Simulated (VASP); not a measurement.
# Ca2TlB3Cl in VASP: single point with PBE

Aim: the single point of Ca2TlB3Cl with PBE.

Program: VASP 6.6.1. These are calculated values, not measurements. Logs are shortened: lines on timing, memory, paths and dates and some standing lists are left out, and cuts for length are marked.

### Step 1. The cell of the first run

The cell holds a disordered packing, 14 atoms: a = 6.803 Å, b = 6.299 Å, c = 6.308 Å, α = 80.10°, β = 92.83°, γ = 77.47°.

### Step 2. Single point, PBE

Contents of INCAR:

```
ALGO = Normal ; EDIFF = 1E-6
ENCUT = 520 ; GGA = PE
ISIF = 2 ; ISMEAR = -1
LASPH = T ; LCHARG = F
LREAL = F ; LWAVE = F
NBANDS = 62 ; NELM = 100
PREC = Accurate ; SIGMA = 0.1
```

Contents of KPOINTS:

```
Automatic mesh
0
Gamma
  3 3 3
  0.5 0 0
```

Contents of POSCAR:

```
Ca2TlB3Cl
1.0
    6.7761880000      0.5515360000      0.2524700000
    0.8306150000      6.1408060000      1.1296030000
   -0.5487950000      0.0308450000      6.2835670000
Tl Ca Cl B
2 4 2 6
Direct
    0.8464540000      0.0033310000      0.9556680000
    0.2087500000      0.0790140000      0.1909860000
    0.1246770000      0.8375200000      0.6339590000
    0.6922880000      0.0569360000      0.3861800000
    0.5968700000      0.7144110000      0.7693400000
    0.3222390000      0.4696570000      0.3639130000
    0.0753710000      0.2874930000      0.6357660000
    0.9296730000      0.3800210000      0.9351000000
    0.8252420000      0.4676900000      0.2394680000
    0.5199140000      0.7748270000      0.2249110000
    0.0629010000      0.6341140000      0.0238210000
    0.7488430000      0.3259510000      0.6526350000
    0.4767110000      0.1349120000      0.8991940000
    0.6266250000      0.3449010000      0.0313420000
```

Potentials or basis: VASP PAW PBE potentials, release 64 (Tl_d, Ca_sv, Cl, B).

Launch:

```console
$ cat potpaw_PBE.64/Tl_d/POTCAR potpaw_PBE.64/Ca_sv/POTCAR potpaw_PBE.64/Cl/POTCAR potpaw_PBE.64/B/POTCAR > POTCAR
$ mpirun -np 1 vasp_std > vasp.out
```

OUTCAR:

```text
EDIFF = 1E-6
   ENCUT = 520
   GGA = PE
   ISIF = 2
   ISMEAR = -1
   LASPH = T
   LREAL = F
   NELM = 100
   PREC = Accurate

 ion  position               nearest neighbor table
   1  0.846  0.003  0.956-  11 2.42  13 2.46  14 2.47  12 2.49   8 2.54   2 2.98   4 3.01   3 3.01
                             5 3.08   7 3.16   4 3.63
   2  0.209  0.079  0.191-  10 2.50   8 2.62  13 2.69   1 2.98   6 3.08   3 3.09   7 3.38   4 3.42

   3  0.125  0.838  0.634-  11 2.67   7 2.78   1 3.01   2 3.09   4 3.17   5 3.17
   4  0.692  0.057  0.386-  14 2.58  10 2.64  12 2.65   1 3.01   5 3.14   3 3.17   2 3.42   1 3.63

   5  0.597  0.714  0.769-  14 2.57   8 2.76   1 3.08   4 3.14   3 3.17
   6  0.322  0.470  0.364-  11 2.62  10 2.63   7 2.74   2 3.08
   7  0.075  0.287  0.636-  12 2.19   8 2.28   6 2.74   3 2.78   1 3.16   2 3.38
   8  0.930  0.380  0.935-  11 2.14   9 2.20  14 2.22  12 2.23   7 2.28   1 2.54   2 2.62   5 2.76

   9  0.825  0.468  0.239-   8 2.20
  10  0.520  0.775  0.225-   2 2.50   6 2.63   4 2.64
  11  0.063  0.634  0.024-   8 2.14   1 2.42   6 2.62   3 2.67
  12  0.749  0.326  0.653-   7 2.19   8 2.23   1 2.49   4 2.65
  13  0.477  0.135  0.899-  14 2.09   1 2.46   2 2.69
  14  0.627  0.345  0.031-  13 2.09   8 2.22   1 2.47   5 2.57   4 2.58

  LATTYP: Found a triclinic cell.
 ALAT       =     6.3075622557
 B/A-ratio  =     3.1349310737
 C/A-ratio  =     1.4342326185
 COS(alpha) =     0.0175161397
 COS(beta)  =     0.6601661528
 COS(gamma) =     0.7266652936

  Lattice vectors:

 A1 = (   0.5487950000,  -0.0308450000,  -6.2835670000)
 A2 = (  13.8193510000,  -5.0994240000, -13.1917970000)
 A3 = (  -6.2273930000,  -0.5823810000,  -6.5360370000)

Analysis of symmetry for initial positions (statically):
=====================================================================
 Subroutine PRICEL returns:
 Original cell was already a primitive cell.

 Routine SETGRP: Setting up the symmetry group for a
 triclinic supercell.

 Subroutine GETGRP returns: Found  1 space group operations
 (whereof  1 operations were pure point group operations)
 out of a pool of  2 trial point group operations.

The static configuration has the point symmetry C_1 .

Analysis of symmetry for dynamics (positions and initial velocities):
=====================================================================
 Subroutine PRICEL returns:
 Original cell was already a primitive cell.

 Routine SETGRP: Setting up the symmetry group for a
 triclinic supercell.

 Subroutine GETGRP returns: Found  1 space group operations
 (whereof  1 operations were pure point group operations)
 out of a pool of  2 trial point group operations.

The dynamic configuration has the point symmetry C_1 .

 Subroutine INISYM returns: Found  1 space group operations
 (whereof  1 operations are pure point group operations),
 and found     1 'primitive' translations

----------------------------------------------------------------------------------------

                                     Primitive cell

  volume of cell :     258.8678

  direct lattice vectors                    reciprocal lattice vectors
     6.776188000  0.551536000  0.252470000     0.148922811 -0.022556475  0.013117366
     0.830615000  6.140806000  1.129603000    -0.013357496  0.165015434 -0.001976652
    -0.548795000  0.030845000  6.283567000    -0.003582340 -0.028758681  0.158973572

  length of vectors
     6.803282801  6.298842953  6.307562256     0.151191480  0.165566976  0.161593600

  position of ions in fractional coordinates (direct lattice)
     0.846454000  0.003331000  0.955668000
     0.208750000  0.079014000  0.190986000
     0.124677000  0.837520000  0.633959000
     0.692288000  0.056936000  0.386180000
     0.596870000  0.714411000  0.769340000
     0.322239000  0.469657000  0.363913000
     0.075371000  0.287493000  0.635766000
     0.929673000  0.380021000  0.935100000
     0.825242000  0.467690000  0.239468000
     0.519914000  0.774827000  0.224911000
     0.062901000  0.634114000  0.023821000
     0.748843000  0.325951000  0.652635000
     0.476711000  0.134912000  0.899194000
     0.626625000  0.344901000  0.031342000

  ion indices of the primitive-cell ions
   primitive index   ion index
                 1           1
                 2           2
                 3           3
                 4           4
                 5           5
                 6           6
                 7           7
                 8           8
                 9           9
                10          10
                11          11
                12          12
                13          13
                14          14

----------------------------------------------------------------------------------------

 KPOINTS: Automatic mesh

Automatic generation of k-mesh.
 Grid dimensions read from file:
 generate k-points for:    3    3    3

 Generating k-lattice:

  Cartesian coordinates                     Fractional coordinates (reciprocal lattice)
     0.049640937 -0.007518825  0.004372455     0.333333333  0.000000000 -0.000000000
    -0.004452499  0.055005145 -0.000658884     0.000000000  0.333333333  0.000000000
    -0.001194113 -0.009586227  0.052991191     0.000000000  0.000000000  0.333333333

  Length of vectors
     0.050397160  0.055188992  0.053864533

  Shift w.r.t. Gamma in fractional coordinates (k-lattice)
     0.500000000  0.000000000  0.000000000

 Subroutine IBZKPT returns following result:
 ===========================================

 Found     14 irreducible k-points:

 Following reciprocal coordinates:
            Coordinates               Weight
  0.166667  0.000000  0.000000      2.000000
  0.500000  0.000000  0.000000      1.000000
  0.166667  0.333333 -0.000000      2.000000
  0.500000  0.333333  0.000000      2.000000
 -0.166667  0.333333  0.000000      2.000000
  0.166667  0.000000  0.333333      2.000000
  0.500000  0.000000  0.333333      2.000000
 -0.166667  0.000000  0.333333      2.000000
  0.166667  0.333333  0.333333      2.000000
  0.500000  0.333333  0.333333      2.000000
 -0.166667  0.333333  0.333333      2.000000
  0.166667 -0.333333  0.333333      2.000000
  0.500000 -0.333333  0.333333      2.000000
 -0.166667 -0.333333  0.333333      2.000000
   k-points           NKPTS =     14   k-points in BZ     NKDIM =     14   number of bands    NBANDS=     62
   number of dos      NEDOS =    301   number of ions     NIONS =     14
   total plane-waves  NPLWV = 124416
   dimension x,y,z NGX =    54 NGY =   48 NGZ =   48
   dimension x,y,z NGXF=   108 NGYF=   96 NGZF=   96
   ions per type =               2   4   2   6
   NGX,Y,Z   is equivalent  to a cutoff of  13.20, 12.67, 12.65 a.u.
   NGXF,Y,Z  is equivalent  to a cutoff of  26.39, 25.34, 25.30 a.u.
 SYSTEM =  unknown system
   PREC   = accura    normal or accurate (medium, high low for compatibility)
   ISTART =      0    job   : 0-new  1-cont  2-samecut
   ICHARG =      2    charge: 1-file 2-atom 10-const
   ISPIN  =      1    spin polarized calculation?
   LNONCOLLINEAR =      F non collinear calculations
   LSORBIT =      F    spin-orbit coupling
   LASPH  =      T    aspherical Exc in radial PAW
   ENCUT  =  520.0 eV  38.22 Ry    6.18 a.u.  12.65 11.71 11.73*2*pi/ulx,y,z
   NELM   =    100;   NELMIN=  2; NELMDL= -5     # of ELM steps
   EDIFF  = 0.1E-05   stopping-criterion for ELM
   LREAL  =      F    real-space projection
[... 7 lines left out ...]
   TEBEG  =    0.0;   TEEND  =   0.0 temperature during run
   PSTRESS=    0.0 pullay stress
   NELECT =      98.0000    total number of electrons
   NUPDOWN=      -1.0000    fix difference up-down
   EMIN   =  10.00;   EMAX   =-10.00  energy-range for DOS
   EFERMI =   0.00;   METHOD = LEGACY
   ISMEAR =    -1;   SIGMA  =   0.10  broadening in eV -4-tet -1-fermi 0-gaus
   EFERMI_NEDOS =   21; number of points for ismear=-14 and -15
   IALGO  =     38    algorithm
   IMIX   =      4    mixing-type and parameters
     AMIX     =   0.40;   BMIX     =  1.00
     AMIX_MAG =   1.60;   BMIX_MAG =  1.00
  volume/ion in A,a.u.               =      18.49       124.78
  Fermi-wavevector in a.u.,A,eV,Ry     =   1.184288  2.237981 19.082704  1.402539
  Thomas-Fermi vector in A             =   2.320506
   LORBIT       =      0    0 simple, 1 ext, 2 COOP (PROOUT), +10 PAW based schemes
   GGA     = PE    functional components
   LHFCALC =     F    Hartree Fock is set to
   AEXX    =    0.0000 exact exchange contribution
   IVDW    =     0    specifies the selected vdW correction
   LEPSILON=     F    determine dielectric tensor
   LRPA    =     F    only Hartree local field effects (RPA)
 non-spin polarized calculation
  energy-cutoff  :      520.00
  volume of cell :      258.87
 maximum number of plane-waves:      6994
 NGX is ok and might be reduce to    54
   NGX = 25   NGY = 23   NGZ = 23

 number of electron      98.0000009 magnetization

 Free energy of the ion-electron system (eV)
  ---------------------------------------------------
  ext. energy  EPLUGINS =         0.00000000
  ---------------------------------------------------
  free energy    TOTEN  =       -38.87571324 eV

  energy without entropy =      -38.65101662  energy(sigma->0) =      -38.76336493

 E-fermi :   5.0535     XC(G=0):  -9.8759

 val. band max:        5.0176251663   @ k =   0.1667   0.0000   0.3333
 cond. band min:       5.0639178910   @ k =   0.1667   0.0000   0.0000
 fundamental gap:      0.0462927247
 Fermi energy:         5.0535447880

 k-point     1 :       0.1667    0.0000    0.0000
  band No.  band energies     occupation
      1     -36.8472      2.00000
      2     -36.0985      2.00000
      3     -35.9145      2.00000
      4     -35.7980      2.00000
      5     -18.0408      2.00000
      6     -17.9830      2.00000
[... 885 lines left out ...]
     60       7.4621      0.00000
     61       7.6821      0.00000
 [bands above 61 left out]

------------------------ aborting loop because EDIFF is reached ----------------------------------------

  FORCE on cell =-STRESS in cart. coord.  units (eV):
  Direction    XX          YY          ZZ          XY          YZ          ZX
  --------------------------------------------------------------------------------------
  -------------------------------------------------------------------------------------
  Total       11.2654714     12.3624246     10.3041116     -5.8341227     -1.3990540     -3.2134226
  in kB       69.7239348     76.5131662     63.7739138    -36.1083858     -8.6589851    -19.8884238
  external PRESSURE =      70.0036716 kB  Pullay stress =       0.0000000 kB

 VOLUME and BASIS-vectors are now :
 -----------------------------------------------------------------------------
  energy-cutoff  :      520.00
  volume of cell :      258.87
      direct lattice vectors                 reciprocal lattice vectors
     6.776188000  0.551536000  0.252470000     0.148922811 -0.022556475  0.013117366
     0.830615000  6.140806000  1.129603000    -0.013357496  0.165015434 -0.001976652
    -0.548795000  0.030845000  6.283567000    -0.003582340 -0.028758681  0.158973572

 POSITION                                       TOTAL-FORCE (eV/Angst)
 -----------------------------------------------------------------------------------
      5.21403      0.51678      6.22247        -0.966026     -3.216287     -0.530705
      1.37535      0.60623      1.34203         1.583185     -1.458038      0.564439
      1.19258      5.23137      4.96107         0.146398      0.344956      0.817727
      4.52643      0.74337      2.66568        -0.124142      0.217575     -0.073201
      4.21569      4.73998      5.79189        -0.050147     -0.152325      0.694198
      2.37394      3.07302      2.89855         0.655149     -0.217778     -0.573805
      0.40062      1.82662      4.33866         2.708413     -0.265673     -3.145371
      6.10211      2.87523      6.53975        -1.425464      4.310424      2.147966
      5.84905      3.33453      2.24137        -1.651262      0.514551     -1.172545
      4.04319      5.05175      2.41975         0.977400     -0.360750     -0.352015
      0.93986      3.92940      0.88186        -1.090271     -0.169654      0.490945
      4.98688      2.43475      4.65813        -0.345673      0.076255     -0.747313
      2.84887      1.11913      5.92290         0.882526      0.912116      1.411820
      4.51541      2.46454      0.74474        -1.300087     -0.535372      0.467860
 -----------------------------------------------------------------------------------
    total drift:                                0.000355     -0.000299     -0.000340

  FREE ENERGIE OF THE ION-ELECTRON SYSTEM (eV)
  ---------------------------------------------------
  free  energy   TOTEN  =       -38.8757132446 eV

  energy  without entropy=      -38.6510166214  energy(sigma->0) =      -38.76336493
```

Run time: 5.7 min. Hardware: 1 thread of Intel Xeon Platinum 8259CL at 2.50GHz (Skylake/Cascade Lake), shared host; peak memory 0.46 GiB.

Results:

| Property | Result |
| --- | --- |
| Free energy | -38.8757 eV |
| Pressure | 7.0 GPa |
| Largest force | 5.022 eV/Å |
| Band gap on the k mesh | zero (bands 49 and 50 overlap by 0.02 eV) |

Forces on the atoms (eV/Å):
```
Tl  -0.966 -3.216 -0.531
Tl   1.583 -1.458  0.564
Ca   0.146  0.345  0.818
Ca  -0.124  0.218 -0.073
Ca  -0.050 -0.152  0.694
Ca   0.655 -0.218 -0.574
Cl   2.708 -0.266 -3.145
Cl  -1.425  4.310  2.148
B   -1.651  0.515 -1.173
B    0.977 -0.361 -0.352
B   -1.090 -0.170  0.491
B   -0.346  0.076 -0.747
B    0.883  0.912  1.412
B   -1.300 -0.535  0.468
```

Levels at points of the mesh, in eV from the Fermi level:
```tsv
k point	band 45	band 46	band 47	band 48	band 49	band 50	band 51	band 52	band 53	band 54
(0.50, 0.00, 0.00)	-1.73	-1.05	-0.79	-0.49	-0.07	0.25	0.41	0.48	0.95	1.11
```

Caveat: spin-orbit coupling is left out, which moves the levels of the heavy elements.

The gap in the log of VASP goes by the Fermi energy; the results here count the filled bands.